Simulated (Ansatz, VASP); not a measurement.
# One calculation of Li2Se, two programs

POSCAR

```
Li2Se
1.0
    0.0000000000      2.8685358841      2.8685358841
    2.8685358841      0.0000000000      2.8685358841
    2.8685358841      2.8685358841      0.0000000000
Li Se
2 1
Direct
    0.2500000000      0.2500000000      0.2500000000
    0.7500000000      0.7500000000      0.7500000000
    0.0000000000      0.0000000000      0.0000000000
```

Contents of INCAR.step1:

```
ALGO = Normal
EDIFF = 1E-5
ENCUT = 830
GGA = PE
GGA_COMPAT = F
ISMEAR = 0
LASPH = T
LCHARG = F
LREAL = F
LWAVE = T
NBANDS = 13
NELM = 120
PREC = Accurate
SIGMA = 0.02
```

Contents of INCAR.step2:

```
ALGO = Normal
EDIFF = 1E-6
ENCUT = 830
GGA_COMPAT = F
ISIF = 2
ISMEAR = 0
ISTART = 1
LASPH = T
LCHARG = F
LMIXTAU = T
LREAL = F
LWAVE = F
METAGGA = R2SCAN
NBANDS = 13
NELM = 120
PREC = Accurate
SIGMA = 0.02
```

KPOINTS

```
k-points
0
Gamma
  8 8 8
```

Input for Ansatz:

```yaml
crystal:
  lattice:
    - [0.0, 2.8685358841, 2.8685358841]
    - [2.8685358841, 0.0, 2.8685358841]
    - [2.8685358841, 2.8685358841, 0.0]
  atoms:
    - { symbol: Li, position: [0.25, 0.25, 0.25] }
    - { symbol: Li, position: [0.75, 0.75, 0.75] }
    - { symbol: Se, position: [0.0, 0.0, 0.0] }
basis:
  ecutwfc: 500
kpoints:
  mp_grid: { grid: [8, 8, 8] }
hamiltonian:
  xc: r2scan
scf:
  occupations: { method: gaussian, width: 0.02 }
output:
  forces: true
  stress: true
  eigenvalues: true
```

Alike in both runs: task single point; functional r2SCAN; k mesh 8 × 8 × 8; occupations gaussian, width 0.02 eV; no spin polarisation.

```csv
,VASP,Ansatz
version,VASP 6.6.1,Ansatz 0.2.0
potentials or method,"VASP PAW PBE potentials, release 64 (Li_sv, Se), cutoff 830 eV","scalar-relativistic, plane waves, PAW"
valence electrons in the cell,12,22
```

```tsv
	VASP	Ansatz	Ansatz less VASP
gap on the k mesh at the Fermi level (eV)	3.34	3.36	+0.021
least direct gap on the mesh (eV)	4.80	4.72	-0.074
pressure (GPa)	5.6	5.7	+0.14
```

VASP's potentials were made for PBE, not for r2SCAN. With one functional, cell and mesh, what is left measures potentials, basis and numerics. VASP's potentials hold 12 valence electrons a cell and Ansatz's 22, so a difference there can come from the potentials and not from the codes.
